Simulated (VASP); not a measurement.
# Ni (Fm-3m) in VASP: a series of runs

The runs below take Ni through single point, with LDA.

All numbers are computed with VASP 6.6.1; they aren't measurements. Logs are shortened: lines on timing, memory, paths and dates and some standing lists are left out, and cuts for length are marked.

## 1. The cell of the first run

Symmetry: Fm-3m, No. 225, cubic system. Conventional cell: a = 3.520 Å, b = 3.520 Å, c = 3.520 Å, α = 90.00°, β = 90.00°, γ = 90.00°. Within 3.3 Å of Ni (site symmetry m-3m) lie 12 Ni at 2.49 Å.

## 2. Single point, LDA, collinear spin, ferromagnetic start

File INCAR:

```
PREC = Accurate ; ENCUT = 520
EDIFF = 1E-6 ; ISMEAR = 0
SIGMA = 0.05 ; LREAL = F
LASPH = T ; NELM = 150
ALGO = Normal ; ISIF = 2
LWAVE = F ; LCHARG = F
ISPIN = 2 ; MAGMOM = 0.8
LORBIT = 11 ; LMAXMIX = 4
NBANDS = 15
```

File KPOINTS:

```
Automatic mesh
0
Gamma
  16 16 16
```

File POSCAR:

```
Ni
1.0
    0.0000000000      1.7600025826      1.7600025826
    1.7600025826      0.0000000000      1.7600025826
    1.7600025826      1.7600025826      0.0000000000
Ni
1
Direct
    0.0000000000      0.0000000000      0.0000000000
```

Potentials or basis: VASP PAW LDA potentials, release 64 (Ni).

Run with:

```
cat potpaw_LDA.64/Ni/POTCAR > POTCAR
mpirun -np 1 vasp_std > vasp.out
```

OUTCAR:

```text
PREC = Accurate
   ENCUT = 520
   EDIFF = 1E-6
   ISMEAR = 0
   LREAL = F
   LASPH = T
   NELM = 150
   ISIF = 2
   ISPIN = 2
   LORBIT = 11

 ion  position               nearest neighbor table
   1  0.000  0.000  0.000-

  LATTYP: Found a face centered cubic cell.
 ALAT       =     3.5200051652

  Lattice vectors:

 A1 = (   0.0000000000,   1.7600025826,   1.7600025826)
 A2 = (   1.7600025826,   0.0000000000,   1.7600025826)
 A3 = (   1.7600025826,   1.7600025826,   0.0000000000)

Analysis of symmetry for initial positions (statically):
=====================================================================
 Subroutine PRICEL returns:
 Original cell was already a primitive cell.

 Routine SETGRP: Setting up the symmetry group for a
 face centered cubic supercell.

 Subroutine GETGRP returns: Found 48 space group operations
 (whereof 48 operations were pure point group operations)
 out of a pool of 48 trial point group operations.

The static configuration has the point symmetry O_h .

Analysis of symmetry for dynamics (positions and initial velocities):
=====================================================================
 Subroutine PRICEL returns:
 Original cell was already a primitive cell.

 Routine SETGRP: Setting up the symmetry group for a
 face centered cubic supercell.

 Subroutine GETGRP returns: Found 48 space group operations
 (whereof 48 operations were pure point group operations)
 out of a pool of 48 trial point group operations.

The dynamic configuration has the point symmetry O_h .

Analysis of structural, dynamic, and magnetic symmetry:
=====================================================================
 Subroutine PRICEL returns:
 Original cell was already a primitive cell.

 Routine SETGRP: Setting up the symmetry group for a
 face centered cubic supercell.

 Subroutine GETGRP returns: Found 48 space group operations
 (whereof 48 operations were pure point group operations)
 out of a pool of 48 trial point group operations.

The overall configuration has the point symmetry O_h .

 Subroutine INISYM returns: Found 48 space group operations
 (whereof 48 operations are pure point group operations),
 and found     1 'primitive' translations

----------------------------------------------------------------------------------------

                                     Primitive cell

  volume of cell :      10.9036

  direct lattice vectors                    reciprocal lattice vectors
     0.000000000  1.760002583  1.760002583    -0.284090492  0.284090492  0.284090492
     1.760002583  0.000000000  1.760002583     0.284090492 -0.284090492  0.284090492
     1.760002583  1.760002583  0.000000000     0.284090492  0.284090492 -0.284090492

[... 115 lines left out ...]
  volume of cell :       10.90
 maximum number of plane-waves:       304
   NGX =  9   NGY =  9   NGZ =  9

 number of electron      10.0000009 magnetization       0.5752738

 Free energy of the ion-electron system (eV)
  ---------------------------------------------------
  ext. energy  EPLUGINS =         0.00000000
  ---------------------------------------------------
  free energy    TOTEN  =        -6.53010581 eV

  energy without entropy =       -6.52786234  energy(sigma->0) =       -6.52898408

 E-fermi :   8.9993     XC(G=0): -13.5991

 val. band max:        8.9918212678   @ k =  -0.3750   0.1875   0.0625
 cond. band min:       9.0010752261   @ k =  -0.4375   0.5000   0.0625
 fundamental gap:      0.0092539583
 Fermi energy:         8.9992767266

 spin component 1

 k-point     1 :       0.0000    0.0000    0.0000
  band No.  band energies     occupation
      1       0.0279      1.00000
      2       6.6662      1.00000
      3       6.6662      1.00000
      4       6.6662      1.00000
      5       7.8169      1.00000
      6       7.8169      1.00000
      7      32.7614      0.00000
      8      36.4955      0.00000
      9      36.4955      0.00000
     10      36.4955      0.00000
     11      39.4538      0.00000
     12      39.4538      0.00000
     13      39.4538      0.00000
     14      42.6456      0.00000
[... 403 lines left out ...]
      4       6.7681      1.00000
      5       7.7326      1.00000
      6       7.8322      1.00000
      7      31.3762      0.00000
      8      32.9582      0.00000
      9      35.2628      0.00000
     10      37.0781      0.00000
     11      39.6219      0.00000
     12      39.7925      0.00000
     13      42.7040      0.00000
     14      44.7140      0.00000
     15      45.2714      0.00000

 [... further k-points ...]

 spin component 2

 k-point     1 :       0.0000    0.0000    0.0000
  band No.  band energies     occupation
      1       0.0652      1.00000
      2       7.2565      1.00000
      3       7.2565      1.00000
      4       7.2565      1.00000
      5       8.3551      1.00000
      6       8.3551      1.00000
      7      32.7415      0.00000
      8      36.5409      0.00000
      9      36.5409      0.00000
     10      36.5409      0.00000
     11      39.6080      0.00000
     12      39.6080      0.00000
     13      39.6080      0.00000
     14      42.6197      0.00000
[... 403 lines left out ...]
      4       7.3595      1.00000
      5       8.2665      1.00000
      6       8.3714      1.00000
      7      31.4395      0.00000
      8      33.0374      0.00000
      9      35.3053      0.00000
     10      37.1264      0.00000
     11      39.7715      0.00000
     12      39.8552      0.00000
     13      42.7709      0.00000
     14      44.8678      0.00000
     15      45.3384      0.00000

 [... further k-points ...]
[... 5 lines left out ...]
  --------------------------------------------------------------------------------------
  -------------------------------------------------------------------------------------
  Total       -1.1948854     -1.1948854     -1.1948854     -0.0000000      0.0000000      0.0000000
  in kB     -175.5767225   -175.5767225   -175.5767225     -0.0000000      0.0000000      0.0000000
  external PRESSURE =    -175.5767225 kB  Pullay stress =       0.0000000 kB

 VOLUME and BASIS-vectors are now :
 -----------------------------------------------------------------------------
  energy-cutoff  :      520.00
  volume of cell :       10.90
      direct lattice vectors                 reciprocal lattice vectors
     0.000000000  1.760002583  1.760002583    -0.284090492  0.284090492  0.284090492
     1.760002583  0.000000000  1.760002583     0.284090492 -0.284090492  0.284090492
     1.760002583  1.760002583  0.000000000     0.284090492  0.284090492 -0.284090492

 POSITION                                       TOTAL-FORCE (eV/Angst)
 -----------------------------------------------------------------------------------
      0.00000      0.00000      0.00000         0.000000      0.000000     -0.000000
 -----------------------------------------------------------------------------------
    total drift:                               -0.000000     -0.000000     -0.000000

  FREE ENERGIE OF THE ION-ELECTRON SYSTEM (eV)
  ---------------------------------------------------
  free  energy   TOTEN  =        -6.5301058126 eV

  energy  without entropy=       -6.5278623429  energy(sigma->0) =       -6.52898408

 total charge

# of ion       s       p       d       tot
------------------------------------------
    1        0.497   0.493   8.326   9.317

 magnetization (x)

# of ion       s       p       d       tot
------------------------------------------
    1       -0.005  -0.018   0.604   0.581
```

OSZICAR:

```text
N       E                     dE             d eps       ncg     rms          rms(c)
DAV:   1     0.324308591416E+02    0.32431E+02   -0.42018E+03  9300   0.856E+02
DAV:   2    -0.618308849223E+01   -0.38614E+02   -0.35795E+02  9771   0.163E+02
DAV:   3    -0.764170152940E+01   -0.14586E+01   -0.14455E+01 10674   0.313E+01
DAV:   4    -0.765088518060E+01   -0.91837E-02   -0.91824E-02 10535   0.234E+00
DAV:   5    -0.765100578680E+01   -0.12061E-03   -0.12060E-03 11038   0.244E-01    0.101E+01
DAV:   6    -0.693766143469E+01    0.71334E+00   -0.15083E+01 12557   0.430E+01    0.630E+00
DAV:   7    -0.655013849262E+01    0.38752E+00   -0.27802E+00 11539   0.166E+01    0.178E+00
DAV:   8    -0.653368644447E+01    0.16452E-01   -0.25509E-02 10764   0.101E+00    0.855E-01
DAV:   9    -0.653089533935E+01    0.27911E-02   -0.16934E-03 14301   0.232E-01    0.252E-01
DAV:  10    -0.653013521527E+01    0.76012E-03   -0.66901E-04 15155   0.133E-01    0.351E-02
DAV:  11    -0.653010357630E+01    0.31639E-04   -0.40657E-05 14119   0.364E-02    0.290E-02
DAV:  12    -0.653010562242E+01   -0.20461E-05   -0.14893E-06  8013   0.845E-03    0.886E-03
DAV:  13    -0.653010581265E+01   -0.19023E-06   -0.19786E-07  6919   0.381E-03
   1 F= -.65301058E+01 E0= -.65289841E+01  d E =-.224347E-02  mag=     0.5755
```

stdout:

```text
POSCAR found type information on POSCAR Ni
 POSCAR found :  1 types and       1 ions
 scaLAPACK will be used
 LDA part: xc-table for (Slater(with rela. corr.)+CA(PZ))
 , standard interpolation
 POSCAR, INCAR and KPOINTS ok, starting setup
 FFT: planning ... GRIDC
 FFT: planning ... GRID_SOFT
 FFT: planning ... GRID
 WAVECAR not read
 entering main loop
```

Wall time 41 s (1 thread of AMD EPYC 7R13 (Zen 3), shared host); peak memory 0.12 GiB.

Results:

```
Free energy                                           : -6.5301 eV
Pressure                                              : -17.6 GPa
Net moment                                            : 0.58 μB per cell
Site moments                                          : Ni +0.58 μB
Valence electrons inside the program's atomic spheres : Ni 9.32
```

## 3. Single point, LDA, collinear spin, antiferromagnetic start

This run uses another cell than the first one: it holds 2 atoms, not 1.

File INCAR:

```
SYSTEM = Ni
PREC = Accurate ; ENCUT = 520
EDIFF = 1E-7 ; ISMEAR = 0
SIGMA = 0.05 ; LREAL = .FALSE.
LASPH = .TRUE. ; NELM = 150
ALGO = Normal ; ISIF = 2
LWAVE = .FALSE. ; LCHARG = .FALSE.
ISPIN = 2 ; MAGMOM = 0.8 -0.8
LORBIT = 11 ; LMAXMIX = 4
NBANDS = 21
```

File KPOINTS:

```
regular mesh
0
G
  16 16 8
  0 0 0
```

File POSCAR:

```
Ni
1.0
    0.0000000000      1.7600025826      1.7600025826
    1.7600025826      0.0000000000      1.7600025826
    3.5200051652      3.5200051652      0.0000000000
Ni
2
Direct
    0.0000000000      0.0000000000      0.0000000000
    0.0000000000      0.0000000000      0.5000000000
```

Potentials or basis: VASP PAW LDA potentials, release 64 (Ni).

Run with:

```
cat potpaw_LDA.64/Ni/POTCAR > POTCAR
mpirun -np 1 vasp_std > vasp.out
```

OUTCAR:

```text
SYSTEM = Ni
   PREC = Accurate
   ENCUT = 520
   EDIFF = 1E-7
   ISMEAR = 0
   LREAL = .FALSE.
   LASPH = .TRUE.
   NELM = 150
   ISIF = 2
   ISPIN = 2
   LORBIT = 11

 ion  position               nearest neighbor table
   1  0.000  0.000  0.000-   2 2.49   2 2.49   2 2.49   2 2.49   2 2.49   2 2.49
   2  0.000  0.000  0.500-   1 2.49   1 2.49   1 2.49   1 2.49   1 2.49   1 2.49

  LATTYP: Found a trigonal (rhomboedric) cell.
 ALAT       =     4.3111082734
 COS(alpha) =     0.8333333333

  Lattice vectors:

 A1 = (   3.5200051652,   1.7600025826,  -1.7600025826)
 A2 = (   1.7600025826,   1.7600025826,  -3.5200051652)
 A3 = (   1.7600025826,   3.5200051652,  -1.7600025826)

Analysis of symmetry for initial positions (statically):
=====================================================================
 Subroutine PRICEL returns following result:

  LATTYP: Found a face centered cubic cell.
 ALAT       =     3.5200051652
[... 12 lines left out ...]
 Subroutine GETGRP returns: Found 12 space group operations
 (whereof 12 operations were pure point group operations)
 out of a pool of 12 trial point group operations.

The static configuration has the point symmetry D_3d.

Analysis of symmetry for dynamics (positions and initial velocities):
=====================================================================
 Subroutine PRICEL returns following result:

  LATTYP: Found a face centered cubic cell.
 ALAT       =     3.5200051652
[... 12 lines left out ...]
 Subroutine GETGRP returns: Found 12 space group operations
 (whereof 12 operations were pure point group operations)
 out of a pool of 12 trial point group operations.

The dynamic configuration has the point symmetry D_3d.

Analysis of structural, dynamic, and magnetic symmetry:
=====================================================================
 Subroutine PRICEL returns following result:

  LATTYP: Found a face centered cubic cell.
 ALAT       =     3.5200051652
[... 12 lines left out ...]
 Subroutine GETGRP returns: Found 12 space group operations
 (whereof 12 operations were pure point group operations)
 out of a pool of 12 trial point group operations.

The overall configuration has the point symmetry D_3d.
[... 157 lines left out ...]

 Free energy of the ion-electron system (eV)
  ---------------------------------------------------
  ext. energy  EPLUGINS =         0.00000000
  ---------------------------------------------------
  free energy    TOTEN  =       -12.96924684 eV

  energy without entropy =      -12.96110393  energy(sigma->0) =      -12.96517539

 E-fermi :   8.8516     XC(G=0): -13.5979

 val. band max:        8.8510954831   @ k =  -0.1250   0.3750   0.2500
 cond. band min:       8.8537250990   @ k =   0.5000   0.4375   0.1250
 fundamental gap:      0.0026296159
 Fermi energy:         8.8516099526

 spin component 1

 k-point     1 :       0.0000    0.0000    0.0000
  band No.  band energies     occupation
      1       0.0458      1.00000
      2       4.4199      1.00000
      3       6.8714      1.00000
      4       6.8714      1.00000
      5       6.9836      1.00000
      6       7.0359      1.00000
[... 565 lines left out ...]
     20      37.1019      0.00000
     21      38.0967      0.00000

 [... further k-points ...]

 spin component 2

 k-point     1 :       0.0000    0.0000    0.0000
  band No.  band energies     occupation
      1       0.0458      1.00000
      2       4.4199      1.00000
      3       6.8714      1.00000
      4       6.8714      1.00000
      5       6.9836      1.00000
      6       7.0359      1.00000
[... 565 lines left out ...]
     20      37.1019      0.00000
     21      38.0967      0.00000

 [... further k-points ...]
[... 5 lines left out ...]
  --------------------------------------------------------------------------------------
  -------------------------------------------------------------------------------------
  Total       -2.4580340     -2.4580340     -2.4580340      0.0204675     -0.0204675     -0.0204675
  in kB     -180.5920233   -180.5920233   -180.5920233      1.5037529     -1.5037529     -1.5037529
  external PRESSURE =    -180.5920233 kB  Pullay stress =       0.0000000 kB

 VOLUME and BASIS-vectors are now :
 -----------------------------------------------------------------------------
  energy-cutoff  :      520.00
  volume of cell :       21.81
      direct lattice vectors                 reciprocal lattice vectors
     0.000000000  1.760002583  1.760002583    -0.284090492  0.284090492  0.284090492
     1.760002583  0.000000000  1.760002583     0.284090492 -0.284090492  0.284090492
     3.520005165  3.520005165  0.000000000     0.142045246  0.142045246 -0.142045246

 POSITION                                       TOTAL-FORCE (eV/Angst)
 -----------------------------------------------------------------------------------
      0.00000      0.00000      0.00000         0.000000      0.000000      0.000000
      1.76000      1.76000      0.00000         0.000000      0.000000     -0.000000
 -----------------------------------------------------------------------------------
    total drift:                               -0.000000     -0.000000     -0.000000

  FREE ENERGIE OF THE ION-ELECTRON SYSTEM (eV)
  ---------------------------------------------------
  free  energy   TOTEN  =       -12.9692468443 eV

  energy  without entropy=      -12.9611039272  energy(sigma->0) =      -12.96517539

 total charge

# of ion       s       p       d       tot
------------------------------------------
    1        0.495   0.490   8.334   9.318
    2        0.495   0.490   8.334   9.318
--------------------------------------------------
tot          0.989   0.980  16.668  18.636

 magnetization (x)

# of ion       s       p       d       tot
------------------------------------------
    1       -0.001   0.001   0.211   0.212
    2        0.001  -0.001  -0.211  -0.212
--------------------------------------------------
tot          0.000   0.000   0.000   0.000
```

stdout:

```text
POSCAR found type information on POSCAR Ni
 POSCAR found :  1 types and       2 ions
 scaLAPACK will be used
 LDA part: xc-table for (Slater(with rela. corr.)+CA(PZ))
 , standard interpolation
 -----------------------------------------------------------------------------
|                                                                             |
|           W    W    AA    RRRRR   N    N  II  N    N   GGGG   !!!           |
|           W    W   A  A   R    R  NN   N  II  NN   N  G    G  !!!           |
|           W    W  A    A  R    R  N N  N  II  N N  N  G       !!!           |
|           W WW W  AAAAAA  RRRRR   N  N N  II  N  N N  G  GGG   !            |
|           WW  WW  A    A  R   R   N   NN  II  N   NN  G    G                |
|           W    W  A    A  R    R  N    N  II  N    N   GGGG   !!!           |
|                                                                             |
|     Your reciprocal lattice and k-lattice belong to different lattice       |
|     classes:                                                                |
|                                                                             |
|        The reciprocal lattice is rhombohedral (trigonal),                   |
|        whereas your k-lattice is body-centered cubic.                       |
|                                                                             |
|     Results are often still useful ...                                      |
|                                                                             |
 -----------------------------------------------------------------------------

 POSCAR, INCAR and KPOINTS ok, starting setup
 FFT: planning ... GRIDC
 FFT: planning ... GRID_SOFT
 FFT: planning ... GRID
 WAVECAR not read
 entering main loop
```

Wall time 3.2 min (1 thread of AMD EPYC 7R13 (Zen 3), shared host); peak memory 0.21 GiB.

What came out:

```
Free energy                                           : -12.9692 eV
Pressure                                              : -18.1 GPa
Band gap on the k mesh                                : zero (filled and empty bands overlap)
Net moment                                            : 0.00 μB per cell
Site moments                                          : Ni +0.21, -0.21 μB
Valence electrons inside the program's atomic spheres : Ni 9.32
```
